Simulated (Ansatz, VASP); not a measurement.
Two plane-wave programs on Bi3F2

```xyz
5
Lattice="4.3501 0.0000 0.0000 -2.1750 3.7673 0.0000 0.0000 0.0000 7.4819" Properties=species:S:1:pos:R:3 pbc="T T T"
Bi    0.0000    0.0000    0.0000
Bi    0.0000    2.5115    5.4829
Bi    2.1750    1.2558    1.9991
F     0.0000    2.5115    2.8440
F     2.1750    1.2558    4.6379
```

Alike in both runs: functional PBE; k mesh 12 × 12 × 6; occupations gaussian, width 0.1 eV; no spin polarisation.

Ansatz relaxed the structure, and its values are those at the end. VASP's run is a single point on that final structure, the one shown.

|  | VASP | Ansatz |
| --- | --- | --- |
| version | VASP 6.6.1 | Ansatz 0.2.0 |
| potentials or method | VASP PAW PBE potentials, release 64 (Bi_d, F), cutoff 520 eV | scalar-relativistic, plane waves, PAW |
| valence electrons in the cell | 59 | 59 |

```tsv
	VASP	Ansatz	Ansatz less VASP
gap on the k mesh at the Fermi level (eV)	none	none	-
pressure (GPa)	-0.1	0.0	+0.13
```

A gap of «none» marks a metal or a gap that the smearing closes. With one functional, cell and mesh, what is left measures potentials, basis and numerics.

Neither program's run includes spin-orbit coupling.
